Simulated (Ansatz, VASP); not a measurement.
## One calculation of Ta, two programs

```xyz
1
Lattice="-1.5948 1.5948 1.5948 1.5948 -1.5948 1.5948 1.5948 1.5948 -1.5948" Properties=species:S:1:pos:R:3 pbc="T T T"
Ta    0.0000    0.0000    0.0000
```

Alike in both runs: task single point; functional PBEsol; k mesh 18 × 18 × 18; occupations fermi-dirac, width 0.1 eV; no spin polarisation.

|  | VASP | Ansatz |
| --- | --- | --- |
| version | VASP 6.6.1 | Ansatz 0.2.0 |
| potentials or method | VASP PAW PBE potentials, release 64 (Ta_pv), cutoff 520 eV | scalar-relativistic, plane waves, PAW |
| valence electrons in the cell | 11 | 13 |

|  | VASP | Ansatz | Ansatz less VASP |
| --- | --- | --- | --- |
| gap on the k mesh at the Fermi level (eV) | none | none | - |
| pressure (GPa) | 21.2 | 20.8 | -0.41 |

VASP's potentials were made for PBE, not for PBEsol. A gap of «none» marks a metal or a gap that the smearing closes. The functional is the same, so the differences come from potentials, cutoffs and numerics. VASP's potentials hold 11 valence electrons a cell and Ansatz's 13, so a difference there can come from the potentials and not from the codes.

Neither program's run includes spin-orbit coupling.
